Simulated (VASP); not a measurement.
# C: relaxation of cell and atoms with PBE

The system is C.

```xyz
3
Lattice="1.2371 -3.0352 0.0000 1.2371 3.0352 0.0000 0.0000 0.0000 2.4635" Properties=species:S:1:pos:R:3 pbc="T T T"
C     1.2371   -1.1006    1.2318
C     1.2371    1.1006    1.2318
C     1.2371    0.0000    0.0000
```

The cell was generated, and may not be a known phase.

- Program: VASP 6.6.1
- Task: relaxation of cell and atoms
- Functional: PBE
- Potentials or basis: VASP PAW PBE potentials, release 64 (C)
- Cutoff: 600 eV
- k mesh: 20 × 20 × 18
- Occupations: gaussian, width 0.1 eV
- Spin: no spin polarisation
- Dipole correction: no
- Further INCAR settings: ALGO = Normal; EDIFF = 1e-06; IBRION = 2; EDIFFG = -0.01; NSW = 100; ISIF = 3

| Quantity | Value |
| --- | --- |
| Relaxed volume | 6.18 Å³/atom |
| Relaxed cell | a = 3.275 Å, b = 3.275 Å, c = 2.470 Å, α = 90.00°, β = 90.00°, γ = 135.61° |
| Space group after relaxing (to 0.1 Å) | Cmmm (No. 65) |
| Energy gained by relaxing | 0.1 meV/atom |
| Ionic steps | 3 |
| Pressure after relaxing | -0.1 GPa |
| Largest force after relaxing | 0.004 eV/Å |
| Band gap on the k mesh | zero (bands 6 and 7 overlap by 5.01 eV) |

Forces in eV/Å, atoms in the order of the input:
```
C    0.000 -0.004  0.000
C    0.000  0.004  0.000
C    0.000  0.000  0.000
```

Stress tensor (GPa, compression positive):
```
 0.06  0.00  0.00
 0.00 -0.22  0.00
 0.00  0.00 -0.10
```

Step by step:
| step | energy change (eV) | largest force (eV/Å) | pressure (GPa) | volume (Å³) |
| --- | --- | --- | --- | --- |
| 1 | 0.0000 | 0.0204 | 0.45 | 18.50 |
| 2 | -0.0003 | 0.0034 | -0.31 | 18.55 |
| 3 | -0.0003 | 0.0037 | -0.09 | 18.53 |

Final structure:
```
CELL_PARAMETERS angstrom
1.23733 -3.03243 0.00000
1.23733 3.03243 0.00000
0.00000 0.00000 2.46971
ATOMIC_POSITIONS crystal
C 0.68143 0.31857 0.50000
C 0.31857 0.68143 0.50000
C 0.50000 0.50000 0.00000
```

Levels at points of the mesh, in eV from the Fermi level:
```
           k point  band 3  band 4  band 5  band 6  band 7  band 8  band 9  band 10
(0.00, 0.00, 0.00)   -9.26   -5.61   -4.70    0.56    5.12    5.41    6.24     7.22
(0.50, 0.00, 0.00)  -10.63   -7.51   -3.16   -1.48    1.86    7.34    9.38    10.77
(0.50, 0.50, 0.00)   -5.99   -2.50   -2.06   -2.03    4.15    4.36    6.22     9.95
(0.00, 0.00, 0.50)   -7.62   -5.33   -3.89   -3.88    0.68    3.16    8.60     9.26
(0.50, 0.00, 0.50)  -11.64   -8.93   -8.03   -3.21   -1.40    2.85    8.43     9.87
(0.50, 0.50, 0.50)  -12.21  -11.67   -4.41    2.70    3.70    7.80    8.29     8.94
```

Run time: 9.9 min on 1 thread of Intel Xeon 8259CL, with other jobs on the host, peak memory 0.32 GiB.
